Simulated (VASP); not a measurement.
# Sc (Fm-3m) in VASP: notebook

Runs on Sc. Level: LDA. Tasks: single point.

All numbers are computed with VASP 6.6.1; they aren't measurements. Logs are shortened: lines on timing, memory, paths and dates and some standing lists are left out, and cuts for length are marked.

## 1. The cell of the first run

The structure is cubic, space group Fm-3m (No. 225). Conventional cell: a = 4.520 Å, b = 4.520 Å, c = 4.520 Å, α = 90.00°, β = 90.00°, γ = 90.00°. Sc (site symmetry m-3m) has 12 Sc at 3.20 Å within 4.2 Å.

This isn't the form of Sc at room conditions, which is hcp.

## 2. Single point, LDA, collinear spin

File POSCAR:

```
Sc
1.0
    0.0000000000      2.2600000000      2.2600000000
    2.2600000000      0.0000000000      2.2600000000
    2.2600000000      2.2600000000      0.0000000000
Sc
1
Direct
    0.0000000000      0.0000000000      0.0000000000
```

File INCAR.step1:

```
  PREC = Accurate
  ENCUT = 520
  EDIFF = 1E-7
  ISMEAR = -1
  SIGMA = 0.03
  LREAL = F
  LASPH = T
  NELM = 150
  ALGO = Normal
  ISIF = 2
  LWAVE = F
  LCHARG = T
  ISPIN = 2
  MAGMOM = 1
  LMAXMIX = 4
  GGA = CA
  NBANDS = 16
```

File KPOINTS.step1:

```
Automatic mesh
0
Gamma
  13 13 13
```

File INCAR.step2:

```
  PREC = Accurate
  ENCUT = 520
  EDIFF = 1E-7
  ISMEAR = -5
  SIGMA = 0.03
  LREAL = F
  LASPH = T
  NELM = 150
  ALGO = Normal
  ISIF = 2
  LWAVE = F
  LCHARG = F
  ISPIN = 2
  MAGMOM = 1
  LORBIT = 10
  LMAXMIX = 4
  GGA = CA
  NEDOS = 2001
  ICHARG = 11
```

File KPOINTS.step2:

```
Automatic mesh
0
Gamma
  20 20 20
```

Potentials or basis: VASP PAW LDA potentials, release 64 (Sc_sv).

The run is started by

```bash
$ cat potpaw_LDA.64/Sc_sv/POTCAR > POTCAR
$ cp INCAR.step1 INCAR
$ cp KPOINTS.step1 KPOINTS
$ mpirun -np 1 vasp_std > vasp.out
$ cp INCAR.step2 INCAR
$ cp KPOINTS.step2 KPOINTS
$ mpirun -np 1 vasp_std > vasp.out
```

OUTCAR:

```text
PREC = Accurate
   ENCUT = 520
   EDIFF = 1E-7
   ISMEAR = -5
   LREAL = F
   LASPH = T
   NELM = 150
   ISIF = 2
   ISPIN = 2
   LORBIT = 10
   GGA = CA
   ICHARG = 11

 ion  position               nearest neighbor table
   1  0.000  0.000  0.000-

  LATTYP: Found a face centered cubic cell.
 ALAT       =     4.5200000000

  Lattice vectors:

 A1 = (   0.0000000000,   2.2600000000,   2.2600000000)
 A2 = (   2.2600000000,   0.0000000000,   2.2600000000)
 A3 = (   2.2600000000,   2.2600000000,   0.0000000000)

Analysis of symmetry for initial positions (statically):
=====================================================================
 Subroutine PRICEL returns:
 Original cell was already a primitive cell.

 Routine SETGRP: Setting up the symmetry group for a
 face centered cubic supercell.

 Subroutine GETGRP returns: Found 48 space group operations
 (whereof 48 operations were pure point group operations)
 out of a pool of 48 trial point group operations.

The static configuration has the point symmetry O_h .

Analysis of symmetry for dynamics (positions and initial velocities):
=====================================================================
 Subroutine PRICEL returns:
 Original cell was already a primitive cell.

 Routine SETGRP: Setting up the symmetry group for a
 face centered cubic supercell.

 Subroutine GETGRP returns: Found 48 space group operations
 (whereof 48 operations were pure point group operations)
 out of a pool of 48 trial point group operations.

The dynamic configuration has the point symmetry O_h .

Analysis of structural, dynamic, and magnetic symmetry:
=====================================================================
 Subroutine PRICEL returns:
 Original cell was already a primitive cell.

 Routine SETGRP: Setting up the symmetry group for a
 face centered cubic supercell.

 Subroutine GETGRP returns: Found 48 space group operations
 (whereof 48 operations were pure point group operations)
 out of a pool of 48 trial point group operations.

The overall configuration has the point symmetry O_h .

 Subroutine INISYM returns: Found 48 space group operations
 (whereof 48 operations are pure point group operations),
 and found     1 'primitive' translations

----------------------------------------------------------------------------------------

                                     Primitive cell

  volume of cell :      23.0864

  direct lattice vectors                    reciprocal lattice vectors
     0.000000000  2.260000000  2.260000000    -0.221238938  0.221238938  0.221238938
     2.260000000  0.000000000  2.260000000     0.221238938 -0.221238938  0.221238938
     2.260000000  2.260000000  0.000000000     0.221238938  0.221238938 -0.221238938

[... 120 lines left out ...]
 number of electron      11.0000000 magnetization       0.0006112

 Free energy of the ion-electron system (eV)
  ---------------------------------------------------
  ext. energy  EPLUGINS =         0.00000000
  ---------------------------------------------------
  free energy    TOTEN  =        -6.68109810 eV

  energy without entropy =       -6.68109810  energy(sigma->0) =       -6.68109810

 E-fermi :   3.9109     XC(G=0): -10.4110

 val. band max:        3.9167455155   @ k =  -0.2500   0.3500   0.1500
 cond. band min:       3.9166579643   @ k =   0.4000   0.3000   0.1000
 fundamental gap:     -0.0000875513
 Fermi energy:         3.9108911406

 spin component 1

 k-point     1 :       0.0000    0.0000    0.0000
  band No.  band energies     occupation
      1     -44.7423      1.00000
      2     -23.4496      1.00000
      3     -23.4496      1.00000
      4     -23.4496      1.00000
      5      -1.3442      1.00000
      6       5.5292      0.00000
      7       5.5292      0.00000
      8       5.5292      0.00000
      9       7.0267      0.00000
     10       7.0267      0.00000
[... 287 lines left out ...]
 k-point    24 :      -0.3500    0.0500    0.0000
  band No.  band energies     occupation
      1     -44.6717      1.00000
      2     -23.8765      1.00000
      3     -23.5186      1.00000
      4     -23.5018      1.00000
      5       1.4675      1.00000
      6       4.2946      0.00000
      7       5.4899      0.00000
      8       5.5753      0.00000
      9       7.4993      0.00000
     10       7.8341      0.00000

 [... further k-points ...]

 spin component 2

 k-point     1 :       0.0000    0.0000    0.0000
  band No.  band energies     occupation
      1     -44.7420      1.00000
      2     -23.4492      1.00000
      3     -23.4492      1.00000
      4     -23.4492      1.00000
      5      -1.3438      1.00000
      6       5.5296      0.00000
      7       5.5296      0.00000
      8       5.5296      0.00000
      9       7.0271      0.00000
     10       7.0271      0.00000
[... 287 lines left out ...]
 k-point    24 :      -0.3500    0.0500    0.0000
  band No.  band energies     occupation
      1     -44.6713      1.00000
      2     -23.8762      1.00000
      3     -23.5182      1.00000
      4     -23.5014      1.00000
      5       1.4679      1.00000
      6       4.2950      0.00000
      7       5.4903      0.00000
      8       5.5757      0.00000
      9       7.4996      0.00000
     10       7.8344      0.00000

 [... further k-points ...]

------------------------ aborting loop because EDIFF is reached ----------------------------------------

  FORCE on cell =-STRESS in cart. coord.  units (eV):
  Direction    XX          YY          ZZ          XY          YZ          ZX
  --------------------------------------------------------------------------------------
  -------------------------------------------------------------------------------------
  Total       -0.2664353     -0.2664353     -0.2664353      0.0000000     -0.0000000      0.0000000
  in kB      -18.4904337    -18.4904337    -18.4904337      0.0000000     -0.0000000      0.0000000
  external PRESSURE =     -18.4904337 kB  Pullay stress =       0.0000000 kB

 VOLUME and BASIS-vectors are now :
 -----------------------------------------------------------------------------
  energy-cutoff  :      520.00
  volume of cell :       23.09
      direct lattice vectors                 reciprocal lattice vectors
     0.000000000  2.260000000  2.260000000    -0.221238938  0.221238938  0.221238938
     2.260000000  0.000000000  2.260000000     0.221238938 -0.221238938  0.221238938
     2.260000000  2.260000000  0.000000000     0.221238938  0.221238938 -0.221238938

 POSITION                                       TOTAL-FORCE (eV/Angst)
 -----------------------------------------------------------------------------------
      0.00000      0.00000      0.00000         0.000000     -0.000000      0.000000
 -----------------------------------------------------------------------------------
    total drift:                               -0.000000     -0.000000      0.000000

  FREE ENERGIE OF THE ION-ELECTRON SYSTEM (eV)
  ---------------------------------------------------
  free  energy   TOTEN  =        -6.6810980968 eV

  energy  without entropy=       -6.6810980968  energy(sigma->0) =       -6.68109810

 total charge

# of ion       s       p       d       tot
------------------------------------------
    1        2.295   6.098   1.096   9.489

 magnetization (x)

# of ion       s       p       d       tot
------------------------------------------
    1        0.000   0.000   0.000   0.000
```

OUTCAR.step1:

```text
PREC = Accurate
   ENCUT = 520
   EDIFF = 1E-7
   ISMEAR = -1
   LREAL = F
[... 1150 lines left out ...]

 POSITION                                       TOTAL-FORCE (eV/Angst)
 -----------------------------------------------------------------------------------
      0.00000      0.00000      0.00000        -0.000000      0.000000     -0.000000
 -----------------------------------------------------------------------------------
    total drift:                               -0.000000      0.000000      0.000000

  FREE ENERGIE OF THE ION-ELECTRON SYSTEM (eV)
  ---------------------------------------------------
  free  energy   TOTEN  =        -6.6843105042 eV

  energy  without entropy=       -6.6794905665  energy(sigma->0) =       -6.68190054
```

Run time: 78 s. Hardware: 1 thread of AMD EPYC 7R13 (Zen 3), shared host; peak memory 0.17 GiB.

What came out:

```
Net moment                                            : 0.00 μB per cell
Valence electrons inside the program's atomic spheres : Sc 9.49
```

Caveat: tetrahedron occupations give inexact forces and stress in metals.

## 3. Single point, LDA

POSCAR is that of step 2.

File INCAR.step1:

```
PREC = Accurate
ENCUT = 520
EDIFF = 1E-7
ISMEAR = -1
SIGMA = 0.03
LREAL = F
LASPH = T
NELM = 60
ALGO = Normal
ISIF = 2
LWAVE = F
LCHARG = T
LMAXMIX = 4
GGA = CA
NBANDS = 12
```

KPOINTS.step1 is that of step 2.

File INCAR.step2:

```
PREC = Accurate
ENCUT = 520
EDIFF = 1E-7
ISMEAR = -5
SIGMA = 0.03
LREAL = F
LASPH = T
NELM = 60
ALGO = Normal
ISIF = 2
LWAVE = F
LCHARG = F
LMAXMIX = 4
GGA = CA
LORBIT = 11
NBANDS = 12
NEDOS = 1001
ICHARG = 11
```

KPOINTS.step2 is that of step 2.

Potentials or basis: VASP PAW LDA potentials, release 64 (Sc_sv).

The run is started by

```bash
$ cat potpaw_LDA.64/Sc_sv/POTCAR > POTCAR
$ cp INCAR.step1 INCAR
$ cp KPOINTS.step1 KPOINTS
$ mpirun -np 1 vasp_std > vasp.out
$ cp INCAR.step2 INCAR
$ cp KPOINTS.step2 KPOINTS
$ mpirun -np 1 vasp_std > vasp.out
```

Run time: 15 s. Hardware: 1 thread of Intel Xeon 6975P-C (Granite Rapids), shared host; peak memory 0.18 GiB.

Results (log left out):

| Item | Value |
| --- | --- |
| Valence electrons inside the program's atomic spheres | Sc 9.49 |

Levels at points of the mesh, in eV from the Fermi level:
| k point | band 2 | band 3 | band 4 | band 5 | band 6 | band 7 | band 8 | band 9 |
| --- | --- | --- | --- | --- | --- | --- | --- | --- |
| (0.00, 0.00, 0.00) | -27.36 | -27.36 | -27.36 | -5.25 | 1.62 | 1.62 | 1.62 | 3.12 |
| (0.50, 0.00, 0.00) | -27.87 | -27.43 | -27.43 | -1.85 | 0.46 | 1.49 | 1.49 | 4.11 |
| (0.50, 0.50, 0.00) | -27.84 | -27.54 | -27.54 | -1.66 | -0.75 | 2.23 | 4.10 | 4.37 |

Caveat: tetrahedron occupations give inexact forces and stress in metals.
